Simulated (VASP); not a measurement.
# C (Fmmm) in VASP: further runs

C is run at these levels: PBE; tasks: single point.

Program: VASP 6.6.1. These are calculated values, not measurements. Logs are shortened: lines on timing, memory, paths and dates and some standing lists are left out, and cuts for length are marked.

**1. The cell of the first run**

The structure is orthorhombic, space group Fmmm (No. 69). The conventional cell has a = 2.382 Å, b = 4.126 Å, c = 6.696 Å, α = 90.00°, β = 90.00°, γ = 90.00°. C (site symmetry m2m) has 3 C at 1.38 Å within 1.8 Å.

**2. Single point, PBE (equal xx and yy strain of -3 %)**

INCAR

```
PREC = Accurate ; ENCUT = 520
EDIFF = 1E-6 ; ISMEAR = -1
SIGMA = 0.05 ; LREAL = False
LASPH = True ; NELM = 60
ALGO = Normal ; ISIF = 2
LWAVE = False ; LCHARG = True
GGA = PE ; LELF = True
LVHAR = True ; NBANDS = 11
```

KPOINTS

```
Automatic mesh
0
Gamma
  18 18 18
```

POSCAR

```
C
1.0
    0.0000000000      2.0631900000      3.3480000000
    1.1911600000      0.0000000000      3.3480000000
    1.1911600000      2.0631900000      0.0000000000
C
2
Direct
    0.1666700000      0.8333300000      0.1666700000
    0.8333300000      0.1666700000      0.8333300000
```

Potentials or basis: VASP PAW PBE potentials, release 64 (C).

The run is started by

```sh
> cat potpaw_PBE.64/C/POTCAR > POTCAR
> mpirun -np 1 vasp_std > vasp.out
```

OUTCAR:

```text
PREC = Accurate
   ENCUT = 520
   EDIFF = 1E-6
   ISMEAR = -1
   LREAL = False
   LASPH = True
   NELM = 60
   ISIF = 2
   GGA = PE

 ion  position               nearest neighbor table
   1  0.167  0.833  0.167-   2 1.38   2 1.38   2 1.38
   2  0.833  0.167  0.833-   1 1.38   1 1.38   1 1.38

  LATTYP: Found a face centered orthorhombic cell.
 ALAT       =     2.3823200000
 B/A-ratio  =     1.7320846906
 C/A-ratio  =     2.8107055307

  Lattice vectors:

 A1 = (   0.0000000000,   2.0631900000,   3.3480000000)
 A2 = (   1.1911600000,   0.0000000000,   3.3480000000)
 A3 = (   1.1911600000,   2.0631900000,   0.0000000000)

Analysis of symmetry for initial positions (statically):
=====================================================================
 Subroutine PRICEL returns:
 Original cell was already a primitive cell.

 Routine SETGRP: Setting up the symmetry group for a
 face centered orthorhombic supercell.

 Subroutine GETGRP returns: Found  8 space group operations
 (whereof  8 operations were pure point group operations)
 out of a pool of  8 trial point group operations.

The static configuration has the point symmetry D_2h.

Analysis of symmetry for dynamics (positions and initial velocities):
=====================================================================
 Subroutine PRICEL returns:
 Original cell was already a primitive cell.

 Routine SETGRP: Setting up the symmetry group for a
 face centered orthorhombic supercell.

 Subroutine GETGRP returns: Found  8 space group operations
 (whereof  8 operations were pure point group operations)
 out of a pool of  8 trial point group operations.

The dynamic configuration has the point symmetry D_2h.

 Subroutine INISYM returns: Found  8 space group operations
 (whereof  8 operations are pure point group operations),
 and found     1 'primitive' translations

----------------------------------------------------------------------------------------

                                     Primitive cell

  volume of cell :      16.4560

  direct lattice vectors                    reciprocal lattice vectors
     0.000000000  2.063190000  3.348000000    -0.419758890  0.242343168  0.149342891
     1.191160000  0.000000000  3.348000000     0.419758890 -0.242343168  0.149342891
     1.191160000  2.063190000  0.000000000     0.419758890  0.242343168 -0.149342891

  length of vectors
     3.932665378  3.553584971  2.382354953     0.507179491  0.507179491  0.507179491

  position of ions in fractional coordinates (direct lattice)
     0.166670000  0.833330000  0.166670000
     0.833330000  0.166670000  0.833330000

  ion indices of the primitive-cell ions
   primitive index   ion index
                 1           1
                 2           2

----------------------------------------------------------------------------------------

 KPOINTS: Automatic mesh

Automatic generation of k-mesh.
 Grid dimensions read from file:
 generate k-points for:   18   18   18

 Generating k-lattice:

  Cartesian coordinates                     Fractional coordinates (reciprocal lattice)
    -0.023319938  0.013463509  0.008296827     0.055555556  0.000000000 -0.000000000
     0.023319938 -0.013463509  0.008296827     0.000000000  0.055555556  0.000000000
     0.023319938  0.013463509 -0.008296827    -0.000000000  0.000000000  0.055555556

  Length of vectors
     0.028176638  0.028176638  0.028176638

  Shift w.r.t. Gamma in fractional coordinates (k-lattice)
     0.000000000  0.000000000  0.000000000

 Subroutine IBZKPT returns following result:
 ===========================================

 Found    865 irreducible k-points:

 Following reciprocal coordinates:
            Coordinates               Weight
  0.000000  0.000000  0.000000      1.000000
  0.055556 -0.000000  0.000000      8.000000
  0.111111 -0.000000  0.000000      8.000000
  0.166667  0.000000 -0.000000      8.000000
  0.222222  0.000000  0.000000      8.000000
  0.277778  0.000000  0.000000      8.000000
[... 16 lines left out ...]
 -0.277778  0.055556  0.000000      8.000000
 -0.222222  0.055556  0.000000      8.000000
 [... further k-points ...]
   k-points           NKPTS =    865   k-points in BZ     NKDIM =    865   number of bands    NBANDS=     11
   number of dos      NEDOS =    301   number of ions     NIONS =      2
   total plane-waves  NPLWV =  15120
   dimension x,y,z NGX =    30 NGY =   28 NGZ =   18
   dimension x,y,z NGXF=    60 NGYF=   56 NGZF=   36
   ions per type =               2
   NGX,Y,Z   is equivalent  to a cutoff of  12.68, 13.10, 12.56 a.u.
   NGXF,Y,Z  is equivalent  to a cutoff of  25.36, 26.20, 25.12 a.u.
 SYSTEM =  unknown system
   PREC   = accura    normal or accurate (medium, high low for compatibility)
   ISTART =      0    job   : 0-new  1-cont  2-samecut
   ICHARG =      2    charge: 1-file 2-atom 10-const
   ISPIN  =      1    spin polarized calculation?
   LNONCOLLINEAR =      F non collinear calculations
   LSORBIT =      F    spin-orbit coupling
   LASPH  =      T    aspherical Exc in radial PAW
   ENCUT  =  520.0 eV  38.22 Ry    6.18 a.u.   7.31  6.61  4.43*2*pi/ulx,y,z
   NELM   =     60;   NELMIN=  2; NELMDL= -5     # of ELM steps
   EDIFF  = 0.1E-05   stopping-criterion for ELM
   LREAL  =      F    real-space projection
   EDIFFG = 0.1E-04   stopping-criterion for IOM
   NSW    =      0    number of steps for IOM
   IBRION =     -1    ionic relax: 0-MD 1-quasi-New 2-CG
   NFREE  =      0    steps in history (QN), initial steepest desc. (CG)
   ISIF   =      2    stress and relaxation
   ISYM   =      2    0-nonsym 1-usesym 2-fastsym
   POTIM  = 0.5000    time-step for ionic-motion
   TEBEG  =    0.0;   TEEND  =   0.0 temperature during run
   PSTRESS=    0.0 pullay stress
   NELECT =       8.0000    total number of electrons
   NUPDOWN=      -1.0000    fix difference up-down
   EMIN   =  10.00;   EMAX   =-10.00  energy-range for DOS
   EFERMI =   0.00;   METHOD = LEGACY
   ISMEAR =    -1;   SIGMA  =   0.05  broadening in eV -4-tet -1-fermi 0-gaus
   EFERMI_NEDOS =   21; number of points for ismear=-14 and -15
   IALGO  =     38    algorithm
   IMIX   =      4    mixing-type and parameters
     AMIX     =   0.40;   BMIX     =  1.00
     AMIX_MAG =   1.60;   BMIX_MAG =  1.00
  volume/ion in A,a.u.               =       8.23        55.53
  Fermi-wavevector in a.u.,A,eV,Ry     =   1.287251  2.432552 22.545059  1.657015
  Thomas-Fermi vector in A             =   2.419277
   LORBIT       =      0    0 simple, 1 ext, 2 COOP (PROOUT), +10 PAW based schemes
   GGA     = PE    functional components
   LHFCALC =     F    Hartree Fock is set to
   AEXX    =    0.0000 exact exchange contribution
   IVDW    =     0    specifies the selected vdW correction
   LEPSILON=     F    determine dielectric tensor
   LRPA    =     F    only Hartree local field effects (RPA)
 non-spin polarized calculation
  energy-cutoff  :      520.00
  volume of cell :       16.46
 maximum number of plane-waves:       467
 NGX is ok and might be reduce to    30
   NGX = 15   NGY = 13   NGZ =  9

 number of electron       7.9999999 magnetization

 Free energy of the ion-electron system (eV)
  ---------------------------------------------------
  ext. energy  EPLUGINS =         0.00000000
  ---------------------------------------------------
  free energy    TOTEN  =       -18.24184322 eV

  energy without entropy =      -18.24162630  energy(sigma->0) =      -18.24173476

 E-fermi :   5.3291     XC(G=0): -10.5424

 val. band max:        5.2947127515   @ k =  -0.2778   0.0556   0.3333
 cond. band min:       5.3701103853   @ k =  -0.2222   0.1111   0.3333
 fundamental gap:      0.0753976338
 Fermi energy:         5.3290571652

 k-point     1 :       0.0000    0.0000    0.0000
  band No.  band energies     occupation
      1     -15.1548      2.00000
      2      -1.9644      2.00000
      3       2.3713      2.00000
      4       2.3923      2.00000
      5       9.2164      0.00000
      6      14.3533      0.00000
      7      14.4174      0.00000
      8      18.0238      0.00000
      9      20.3579      0.00000
     10      29.3271      0.00000
     11      31.5438      0.00000

 k-point     2 :       0.0556   -0.0000    0.0000
  band No.  band energies     occupation
      1     -15.0745      2.00000
      2      -1.8908      2.00000
      3       2.0784      2.00000
      4       2.2025      2.00000
      5       9.3491      0.00000
      6      14.4500      0.00000
      7      14.7222      0.00000
      8      17.7117      0.00000
      9      20.4783      0.00000
     10      29.5995      0.00000
     11      30.9630      0.00000

 k-point     3 :       0.1111   -0.0000    0.0000
  band No.  band energies     occupation
      1     -14.8343      2.00000
      2      -1.6698      2.00000
      3       1.2296      2.00000
      4       1.7398      2.00000
      5       9.7460      0.00000
      6      14.5396      0.00000
      7      15.7026      0.00000
      8      16.8282      0.00000
      9      20.8625      0.00000
     10      29.3324      0.00000
     11      30.3628      0.00000

 k-point     4 :       0.1667    0.0000   -0.0000
  band No.  band energies     occupation
      1     -14.4357      2.00000
      2      -1.3003      2.00000
      3       0.0027      2.00000
      4       1.1212      2.00000
      5      10.4005      0.00000
      6      14.5543      0.00000
      7      15.5116      0.00000
      8      17.1761      0.00000
      9      21.5222      0.00000
     10      27.5267      0.00000
     11      31.2682      0.00000
[... 239 lines left out ...]
 k-point    22 :      -0.3333    0.0556    0.0000
  band No.  band energies     occupation
      1     -11.3650      2.00000
      2      -6.0437      2.00000
      3      -1.0293      2.00000
      4       1.7774      2.00000
      5       8.7189      0.00000
      6      13.8147      0.00000
      7      14.8316      0.00000
      8      21.9004      0.00000
      9      25.1546      0.00000
     10      25.4025      0.00000
     11      28.3968      0.00000

 k-point    23 :      -0.2778    0.0556    0.0000
  band No.  band energies     occupation
      1     -12.3536      2.00000
      2      -4.5269      2.00000
      3      -0.6491      2.00000
      4       0.9129      2.00000
      5      10.3289      0.00000
      6      13.1308      0.00000
      7      14.2045      0.00000
      8      22.9297      0.00000
      9      23.1646      0.00000
     10      24.7448      0.00000
     11      28.9205      0.00000

 k-point    24 :      -0.2222    0.0556    0.0000
  band No.  band energies     occupation
      1     -13.2024      2.00000
      2      -2.9722      2.00000
      3      -0.1404      2.00000
      4       0.1038      2.00000
      5      11.8040      0.00000
      6      12.2097      0.00000
      7      14.3184      0.00000
      8      21.0283      0.00000
      9      23.3348      0.00000
     10      24.5591      0.00000
     11      29.6688      0.00000

 [... further k-points ...]

------------------------ aborting loop because EDIFF is reached ----------------------------------------

  FORCE on cell =-STRESS in cart. coord.  units (eV):
  Direction    XX          YY          ZZ          XY          YZ          ZX
  --------------------------------------------------------------------------------------
  -------------------------------------------------------------------------------------
  Total        5.1877205      5.1373365      0.3873748      0.0000000      0.0000000      0.0000000
  in kB      505.0825709    500.1771197     37.7152659      0.0000000      0.0000000      0.0000000
  external PRESSURE =     347.6583188 kB  Pullay stress =       0.0000000 kB

 VOLUME and BASIS-vectors are now :
 -----------------------------------------------------------------------------
  energy-cutoff  :      520.00
  volume of cell :       16.46
      direct lattice vectors                 reciprocal lattice vectors
     0.000000000  2.063190000  3.348000000    -0.419758890  0.242343168  0.149342891
     1.191160000  0.000000000  3.348000000     0.419758890 -0.242343168  0.149342891
     1.191160000  2.063190000  0.000000000     0.419758890  0.242343168 -0.149342891

 POSITION                                       TOTAL-FORCE (eV/Angst)
 -----------------------------------------------------------------------------------
      1.19116      0.68774      3.34800         0.000000      0.002480      0.000000
      1.19116      3.43864      3.34800         0.000000     -0.002480      0.000000
 -----------------------------------------------------------------------------------
    total drift:                               -0.000000     -0.000000     -0.000000

  FREE ENERGIE OF THE ION-ELECTRON SYSTEM (eV)
  ---------------------------------------------------
  free  energy   TOTEN  =       -18.2418432167 eV

  energy  without entropy=      -18.2416263036  energy(sigma->0) =      -18.24173476
```

Run time: 69 s. Hardware: 1 thread of Intel Xeon 6975P-C (Granite Rapids), shared host; peak memory 0.24 GiB.

Results:

```yaml
Free_energy: -18.2418 eV
Pressure: 34.8 GPa
```

Forces on the atoms (eV/Å):
```
C    0.000  0.002  0.000
C    0.000 -0.002  0.000
```

Caveat: the cell differs from its parent crystal (equal xx and yy strain of -3 %); the cell stands under pressure; this functional lacks dispersion, which binds the layers, so the pressure and a relaxed spacing across them are unreliable.

(Part 1 of 2 ends here.)
